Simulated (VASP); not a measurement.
# SbSe4 (Cmmm) in VASP: relaxation of cell and atoms with PBE

Aim: the relaxation of cell and atoms of SbSe4 with PBE.

Everything below comes from runs of VASP 6.6.1. Logs are shortened: lines on timing, memory, paths and dates and some standing lists are left out, and cuts for length are marked.

## Step 1: The cell of the first run

Symmetry: Cmmm, No. 65, orthorhombic system. The conventional cell has a = 6.740 Å, b = 8.208 Å, c = 5.609 Å, α = 90.00°, β = 90.00°, γ = 90.00°. Within 3.7 Å of Sb (site symmetry mmm) lie 4 Se at 2.84 Å. Within 3.0 Å of Se (site symmetry m) lie 1 Se at 2.29 Å and 1 Sb at 2.84 Å.

The cell was generated, and may not be a known phase.

## Step 2: Relaxation of cell and atoms, PBE

Contents of INCAR:

```
PREC = Accurate ; ENCUT = 600
EDIFF = 1E-6 ; ISMEAR = 0
SIGMA = 0.1 ; LREAL = False
LASPH = True ; NELM = 60
ALGO = Normal ; ISIF = 3
LWAVE = False ; LCHARG = False
GGA = PE ; IBRION = 2
NSW = 100 ; EDIFFG = -0.01
```

Contents of KPOINTS:

```
Automatic mesh
0
Gamma
  8 8 8
```

Contents of POSCAR:

```
SbSe4
1.0
    3.3702407182     -4.1038578002      0.0000000000
    3.3702407182      4.1038578002      0.0000000000
    0.0000000000      0.0000000000      5.6091303753
Sb Se
1 4
Direct
    0.5000000000      0.5000000000      0.0000000000
    0.2194659404      0.7805340596      0.2956534825
    0.7805340596      0.2194659404      0.2956534825
    0.7805340596      0.2194659404      0.7043465175
    0.2194659404      0.7805340596      0.7043465175
```

Potentials or basis: VASP PAW PBE potentials, release 64 (Sb, Se).

Command:

```
$ cat potpaw_PBE.64/Sb/POTCAR potpaw_PBE.64/Se/POTCAR > POTCAR
$ mpirun -np 1 vasp_std > vasp.out
```

OUTCAR:

```text
PREC = Accurate
   ENCUT = 600
   EDIFF = 1E-6
   ISMEAR = 0
   LREAL = False
   LASPH = True
   NELM = 60
   ISIF = 3
   GGA = PE
   IBRION = 2
   NSW = 100
   EDIFFG = -0.01

 ion  position               nearest neighbor table
   1  0.500  0.500  0.000-   2 2.84   3 2.84   4 2.84   5 2.84
   2  0.219  0.781  0.296-   5 2.29   1 2.84
   3  0.781  0.219  0.296-   4 2.29   1 2.84
   4  0.781  0.219  0.704-   3 2.29   1 2.84
   5  0.219  0.781  0.704-   2 2.29   1 2.84

  LATTYP: Found a base centered orthorhombic cell.
 ALAT       =     6.7404814364
 B/A-ratio  =     1.2176749803
 C/A-ratio  =     0.8321557486

  Lattice vectors:

 A1 = (   3.3702407182,  -4.1038578002,   0.0000000000)
 A2 = (   3.3702407182,   4.1038578002,   0.0000000000)
 A3 = (   0.0000000000,   0.0000000000,   5.6091303753)

Analysis of symmetry for initial positions (statically):
=====================================================================
 Subroutine PRICEL returns:
 Original cell was already a primitive cell.

 Routine SETGRP: Setting up the symmetry group for a
 base centered orthorhombic supercell.

 Subroutine GETGRP returns: Found  8 space group operations
 (whereof  8 operations were pure point group operations)
 out of a pool of  8 trial point group operations.

The static configuration has the point symmetry D_2h.

Analysis of symmetry for dynamics (positions and initial velocities):
=====================================================================
 Subroutine PRICEL returns:
 Original cell was already a primitive cell.

 Routine SETGRP: Setting up the symmetry group for a
 base centered orthorhombic supercell.

 Subroutine GETGRP returns: Found  8 space group operations
 (whereof  8 operations were pure point group operations)
 out of a pool of  8 trial point group operations.

The dynamic configuration has the point symmetry D_2h.

 Subroutine INISYM returns: Found  8 space group operations
 (whereof  8 operations are pure point group operations),
 and found     1 'primitive' translations

----------------------------------------------------------------------------------------

                                     Primitive cell

  volume of cell :     155.1596

  direct lattice vectors                    reciprocal lattice vectors
     3.370240718 -4.103857800  0.000000000     0.148357355 -0.121836580  0.000000000
     3.370240718  4.103857800  0.000000000     0.148357355  0.121836580  0.000000000
     0.000000000  0.000000000  5.609130375     0.000000000  0.000000000  0.178280755

  length of vectors
     5.310383352  5.310383352  5.609130375     0.191974105  0.191974105  0.178280755

  position of ions in fractional coordinates (direct lattice)
     0.500000000  0.500000000  0.000000000
     0.219465940  0.780534060  0.295653483
     0.780534060  0.219465940  0.295653483
     0.780534060  0.219465940  0.704346517
     0.219465940  0.780534060  0.704346517

  ion indices of the primitive-cell ions
   primitive index   ion index
                 1           1
                 2           2
                 3           3
                 4           4
                 5           5

----------------------------------------------------------------------------------------

 KPOINTS: Automatic mesh

Automatic generation of k-mesh.
 Grid dimensions read from file:
 generate k-points for:    8    8    8

 Generating k-lattice:

  Cartesian coordinates                     Fractional coordinates (reciprocal lattice)
     0.018544669 -0.015229573  0.000000000     0.125000000 -0.000000000  0.000000000
     0.018544669  0.015229573  0.000000000    -0.000000000  0.125000000  0.000000000
     0.000000000  0.000000000  0.022285094     0.000000000  0.000000000  0.125000000

  Length of vectors
     0.023996763  0.023996763  0.022285094

  Shift w.r.t. Gamma in fractional coordinates (k-lattice)
     0.000000000  0.000000000  0.000000000

 Subroutine IBZKPT returns following result:
 ===========================================

 Found    105 irreducible k-points:

 Following reciprocal coordinates:
            Coordinates               Weight
  0.000000  0.000000  0.000000      1.000000
  0.125000  0.000000  0.000000      4.000000
  0.250000  0.000000  0.000000      4.000000
  0.375000  0.000000  0.000000      4.000000
  0.500000  0.000000  0.000000      2.000000
  0.125000  0.125000  0.000000      2.000000
[... 16 lines left out ...]
  0.125000  0.000000  0.125000      8.000000
  0.250000  0.000000  0.125000      8.000000
 [... further k-points ...]
   k-points           NKPTS =    105   k-points in BZ     NKDIM =    105   number of bands    NBANDS=     18
   number of dos      NEDOS =    301   number of ions     NIONS =      5
   total plane-waves  NPLWV =  84672
   dimension x,y,z NGX =    42 NGY =   42 NGZ =   48
   dimension x,y,z NGXF=    84 NGYF=   84 NGZF=   96
   ions per type =               1   4
   NGX,Y,Z   is equivalent  to a cutoff of  13.15, 13.15, 14.23 a.u.
   NGXF,Y,Z  is equivalent  to a cutoff of  26.30, 26.30, 28.45 a.u.
 SYSTEM =  unknown system
   PREC   = accura    normal or accurate (medium, high low for compatibility)
   ISTART =      0    job   : 0-new  1-cont  2-samecut
   ICHARG =      2    charge: 1-file 2-atom 10-const
   ISPIN  =      1    spin polarized calculation?
   LNONCOLLINEAR =      F non collinear calculations
   LSORBIT =      F    spin-orbit coupling
   LASPH  =      T    aspherical Exc in radial PAW
   ENCUT  =  600.0 eV  44.10 Ry    6.64 a.u.  10.61 10.61 11.20*2*pi/ulx,y,z
   NELM   =     60;   NELMIN=  2; NELMDL= -5     # of ELM steps
   EDIFF  = 0.1E-05   stopping-criterion for ELM
   LREAL  =      F    real-space projection
   EDIFFG = -.1E-01   stopping-criterion for IOM
   NSW    =    100    number of steps for IOM
   IBRION =      2    ionic relax: 0-MD 1-quasi-New 2-CG
   NFREE  =      1    steps in history (QN), initial steepest desc. (CG)
   ISIF   =      3    stress and relaxation
   ISYM   =      2    0-nonsym 1-usesym 2-fastsym
   POTIM  = 0.5000    time-step for ionic-motion
   TEBEG  =    0.0;   TEEND  =   0.0 temperature during run
   PSTRESS=    0.0 pullay stress
   NELECT =      29.0000    total number of electrons
   NUPDOWN=      -1.0000    fix difference up-down
   EMIN   =  10.00;   EMAX   =-10.00  energy-range for DOS
   EFERMI =   0.00;   METHOD = LEGACY
   ISMEAR =     0;   SIGMA  =   0.10  broadening in eV -4-tet -1-fermi 0-gaus
   EFERMI_NEDOS =   21; number of points for ismear=-14 and -15
   IALGO  =     38    algorithm
   IMIX   =      4    mixing-type and parameters
     AMIX     =   0.40;   BMIX     =  1.00
     AMIX_MAG =   1.60;   BMIX_MAG =  1.00
  volume/ion in A,a.u.               =      31.03       209.41
  Fermi-wavevector in a.u.,A,eV,Ry     =   0.936012  1.768806 11.920306  0.876118
  Thomas-Fermi vector in A             =   2.062978
   LORBIT       =      0    0 simple, 1 ext, 2 COOP (PROOUT), +10 PAW based schemes
   GGA     = PE    functional components
   LHFCALC =     F    Hartree Fock is set to
   AEXX    =    0.0000 exact exchange contribution
   IVDW    =     0    specifies the selected vdW correction
   LEPSILON=     F    determine dielectric tensor
   LRPA    =     F    only Hartree local field effects (RPA)
 conjugate gradient relaxation of ions
 non-spin polarized calculation
 Gauss-broadening in eV      SIGMA  =   0.10
  energy-cutoff  :      600.00
  volume of cell :      155.16
 maximum number of plane-waves:      5219
   NGX = 21   NGY = 21   NGZ = 23

--------------------------------------- Ionic step        1  -------------------------------------------

 number of electron      29.0000001 magnetization

 Free energy of the ion-electron system (eV)
  ---------------------------------------------------
  ext. energy  EPLUGINS =         0.00000000
  ---------------------------------------------------
  free energy    TOTEN  =       -17.12588819 eV

  energy without entropy =      -17.11749699  energy(sigma->0) =      -17.12169259

------------------------ aborting loop because EDIFF is reached ----------------------------------------

  FORCE on cell =-STRESS in cart. coord.  units (eV):
  Direction    XX          YY          ZZ          XY          YZ          ZX
  --------------------------------------------------------------------------------------
  -------------------------------------------------------------------------------------
  Total        0.2438269      0.2152190     -0.4023549      0.0000000      0.0000000      0.0000000
  in kB        2.5177545      2.2223504     -4.1547134      0.0000000      0.0000000      0.0000000
  external PRESSURE =       0.1951305 kB  Pullay stress =       0.0000000 kB
[... 98 lines left out ...]
  FREE ENERGIE OF THE ION-ELECTRON SYSTEM (eV)
  ---------------------------------------------------
  free  energy   TOTEN  =       -17.1271602217 eV

  energy  without entropy=      -17.1186505891  energy(sigma->0) =      -17.12290541

[... ionic steps 4 to 11 ...]

--------------------------------------- Ionic step       12  -------------------------------------------

 number of electron      29.0000005 magnetization

------------------------ aborting loop because EDIFF is reached ----------------------------------------

  FORCE on cell =-STRESS in cart. coord.  units (eV):
  Direction    XX          YY          ZZ          XY          YZ          ZX
  --------------------------------------------------------------------------------------
  -------------------------------------------------------------------------------------
  Total        0.0371821     -0.0585063     -0.1569475      0.0000000      0.0000000      0.0000000
  in kB        0.3793305     -0.5968795     -1.6011735      0.0000000      0.0000000      0.0000000
  external PRESSURE =      -0.6062408 kB  Pullay stress =       0.0000000 kB
[... 63 lines left out ...]
  energy  without entropy=      -17.1223258586  energy(sigma->0) =      -17.12651401

--------------------------------------- Ionic step       14  -------------------------------------------

 number of electron      29.0000005 magnetization

 Free energy of the ion-electron system (eV)
  ---------------------------------------------------
  ext. energy  EPLUGINS =         0.00000000
  ---------------------------------------------------
  free energy    TOTEN  =       -17.13077197 eV

  energy without entropy =      -17.12235506  energy(sigma->0) =      -17.12656351

 E-fermi :   2.6325     XC(G=0):  -8.4422

 val. band max:        2.6118077528   @ k =  -0.3750   0.1250   0.0000
 cond. band min:       2.6371192480   @ k =   0.3750   0.0000   0.3750
 fundamental gap:      0.0253114952
 Fermi energy:         2.6325334932

 k-point     1 :       0.0000    0.0000    0.0000
  band No.  band energies     occupation
      1     -12.3917      2.00000
      2     -11.5832      2.00000
      3      -8.8263      2.00000
      4      -7.9863      2.00000
      5      -6.6334      2.00000
      6      -3.0719      2.00000
[... 10 lines left out ...]
     17       4.9081      0.00000
     18       5.2275      0.00000
[... 466 lines left out ...]
      2     -11.6748      2.00000
      3      -8.9304      2.00000
      4      -8.2746      2.00000
      5      -6.3789      2.00000
      6      -3.0336      2.00000
[... 10 lines left out ...]
     17       5.0514      0.00000
     18       5.2900      0.00000

 [... further k-points ...]

------------------------ aborting loop because EDIFF is reached ----------------------------------------

  FORCE on cell =-STRESS in cart. coord.  units (eV):
  Direction    XX          YY          ZZ          XY          YZ          ZX
  --------------------------------------------------------------------------------------
  -------------------------------------------------------------------------------------
  Total        0.0265811     -0.0094351      0.0004723      0.0000000      0.0000000      0.0000000
  in kB        0.2712684     -0.0962882      0.0048197      0.0000000      0.0000000      0.0000000
  external PRESSURE =       0.0599333 kB  Pullay stress =       0.0000000 kB
[... 20 lines left out ...]
  FREE ENERGIE OF THE ION-ELECTRON SYSTEM (eV)
  ---------------------------------------------------
  free  energy   TOTEN  =       -17.1307719731 eV

  energy  without entropy=      -17.1223550564  energy(sigma->0) =      -17.12656351

 reached required accuracy - stopping structural energy minimisation
```

It took 14 min on 1 thread of AMD EPYC 9R45 (Zen 5), shared host; peak memory 0.52 GiB.

Results:

```yaml
Free_energy: -17.1308 eV
Relaxed_volume: 31.40 Å³/atom
Relaxed_cell: a = 5.371 Å, b = 5.371 Å, c = 5.554 Å, α = 90.00°, β = 90.00°, γ = 101.50°
Space_group_after_relaxing_to_0.1_Å: Cmmm (No. 65)
Energy_gained_by_relaxing: 1.0 meV/atom
Ionic_steps: 14
Pressure_after_relaxing: 0.0 GPa
Largest_force_after_relaxing: 0.007 eV/Å
Band_gap_on_the_k_mesh: zero (an odd number of electrons rules out a gap without spin polarisation)
```

Forces in eV/Å, atoms in the order of the input:
```
Sb   0.000  0.000  0.000
Se   0.000 -0.004  0.006
Se   0.000  0.004  0.006
Se   0.000  0.004 -0.006
Se   0.000 -0.004 -0.006
```

Step by step:
```
step  energy change (eV)  largest force (eV/Å)  pressure (GPa)  volume (Å³)
   1              0.0000                0.0207            0.02       155.16
   2             -0.0013                0.0987            0.22       155.24
   3             -0.0013                0.0923            0.21       155.24
   4             -0.0024                0.0783            0.13       155.68
   5             -0.0038                0.0484           -0.10       157.01
   6             -0.0042                0.0318           -0.06       156.88
   7             -0.0044                0.0182            0.01       156.68
   8             -0.0045                0.0154            0.01       156.69
   9             -0.0047                0.0088            0.03       156.73
  10             -0.0046                0.0148            0.06       156.80
  11             -0.0048                0.0075            0.04       156.75
  12             -0.0047                0.0327           -0.06       157.05
  13             -0.0048                0.0118            0.00       156.86
  14             -0.0049                0.0069            0.01       156.99
```

Final structure:
```xyz
5
Lattice="3.3980 -4.1590 0.0000 3.3980 4.1590 0.0000 0.0000 0.0000 5.5544" Properties=species:S:1:pos:R:3 pbc="T T T"
Sb    3.3980    0.0000    0.0000
Se    3.3980    2.3173    1.6323
Se    3.3980   -2.3173    1.6323
Se    3.3980   -2.3173    3.9221
Se    3.3980    2.3173    3.9221
```

Caveat: spin-orbit coupling is left out, which moves the levels of the heavy elements; an odd number of electrons without spin polarisation forces a metal; a magnetic or distorted state may lie lower.

The gap in the log of VASP goes by the Fermi energy; the results here count the filled bands.